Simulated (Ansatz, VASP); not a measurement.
# One calculation of WC, two programs

```
W C
1.0
     0.00000    2.21187    2.21187
     2.19268    0.01919    2.19268
     2.19268    2.19268    0.01919
W C
1 1
Direct
  0.00000 0.00000 0.00000
  0.50000 0.50000 0.50000
```

Change from the starting cell: strain +0.0175 x Voigt [0, 0, 0, 1, 0, 0], atoms carried along.

Alike in both runs: task single point; functional r2SCAN; k mesh 18 × 18 × 18; occupations gaussian, width 0.15 eV; no spin polarisation.

|  | VASP | Ansatz |
| --- | --- | --- |
| version | VASP 6.6.1 | Ansatz 0.2.0 |
| potentials or method | VASP PAW PBE potentials, release 64 (W_sv, C), cutoff 520 eV | scalar-relativistic, plane waves, PAW |
| valence electrons in the cell | 18 | 18 |

Ansatz gave:

| Item | Value |
| --- | --- |
| gap on the k mesh at the Fermi level (eV) | none |
| pressure (GPa) | -5.2 |
| traceless stress, the component that is largest in VASP (GPa) | -2.63 |

Q: Estimate VASP's values.

A: gap on the k mesh at the Fermi level (eV): none; pressure (GPa): -3.6; traceless stress, the component that is largest in VASP (GPa): -2.64.

VASP's potentials were made for PBE, not for r2SCAN. A gap of «none» marks a metal or a gap that the smearing closes.

Neither program's run includes spin-orbit coupling.
